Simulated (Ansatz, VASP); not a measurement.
**MgCd2TeSe2: VASP beside Ansatz**

Contents of INCAR:

```
SYSTEM = MgCd2TeSe2
ALGO     = Normal         ! electronic algorithm
EDIFF    = 1E-7           ! SCF threshold, eV
EDIFFG   = -0.04          ! ionic threshold
ENCUT    = 600            ! plane-wave cutoff, eV
GGA      = PE             ! functional
IBRION   = 2              ! ionic algorithm
ISIF     = 3              ! what is computed and relaxed
ISMEAR   = 0              ! smearing method
LASPH    = .True.         ! aspherical terms in the spheres
LCHARG   = .False.        ! write CHGCAR
LREAL    = .False.        ! projectors in reciprocal space
LWAVE    = .False.        ! write WAVECAR
NELM     = 100            ! most SCF steps
NSW      = 90             ! ionic steps
PREC     = Accurate       ! precision mode
SIGMA    = 0.1            ! smearing width, eV
```

The input KPOINTS:

```
k-points
0
Gamma
  6 6 2
  0 0 0
```

POSCAR

```
MgCd2TeSe2
1.0
    4.3727446100      0.0000000000      0.0000000000
   -2.1863723000      3.7869079200      0.0000000000
    0.0000000000      0.0000000000      9.7492409300
Mg Cd Te Se
1 2 1 2
Direct
    0.0000000000      0.0000000000      0.5000000000
    0.3333333300      0.6666666700      0.9773173400
    0.6666666700      0.3333333300      0.0226826600
    0.0000000000      0.0000000000      0.0000000000
    0.0000000000      0.0000000000      0.7830083600
    0.0000000000      0.0000000000      0.2169916400
```

Input for Ansatz:

```yaml
crystal:
  lattice:
    - [4.37274461, 0.0, 0.0]
    - [-2.1863723, 3.78690792, 0.0]
    - [0.0, 0.0, 9.74924093]
  atoms:
    - { symbol: Mg, position: [0.0, 0.0, 0.5] }
    - { symbol: Cd, position: [0.33333333, 0.66666667, 0.97731734] }
    - { symbol: Cd, position: [0.66666667, 0.33333333, 0.02268266] }
    - { symbol: Te, position: [0.0, 0.0, 0.0] }
    - { symbol: Se, position: [0.0, 0.0, 0.78300836] }
    - { symbol: Se, position: [0.0, 0.0, 0.21699164] }
basis:
  ecutwfc: 420
kpoints:
  mp_grid: { grid: [6, 6, 2] }
hamiltonian:
  xc: pbe
scf:
  occupations: { method: gaussian, width: 0.1 }
  lower_state_search: "off"
output:
  forces: true
  stress: true
  eigenvalues: true
relax:
  adjacent_minimum: "off"
  f_tol: 0.04
  max_steps: 70
  cell: { stress_tol: 0.4 }
```

Alike in both runs: task relaxation of cell and atoms; functional PBE; k mesh 6 × 6 × 2; occupations gaussian, width 0.1 eV; no spin polarisation.

|  | VASP | Ansatz |
| --- | --- | --- |
| version | VASP 6.6.1 | Ansatz 0.2.0 |
| potentials or method | VASP PAW PBE potentials, release 64 (Mg, Cd, Te, Se), cutoff 600 eV | scalar-relativistic, plane waves, PAW |
| valence electrons in the cell | 44 | 98 |

```csv
,VASP,Ansatz,Ansatz less VASP
"gap on the k mesh at the Fermi level, each at its own relaxed structure (eV)",none,none,-
relaxed volume (Å³/atom),30.38,30.29,-0.089
relaxed cell length with the largest relative difference (Å),4.204,4.199,-0.0045
```

A gap of «none» marks a metal or a gap that the smearing closes. VASP's potentials hold 44 valence electrons a cell and Ansatz's 98, so a difference there can come from the potentials and not from the codes.

Spin-orbit coupling is off throughout.
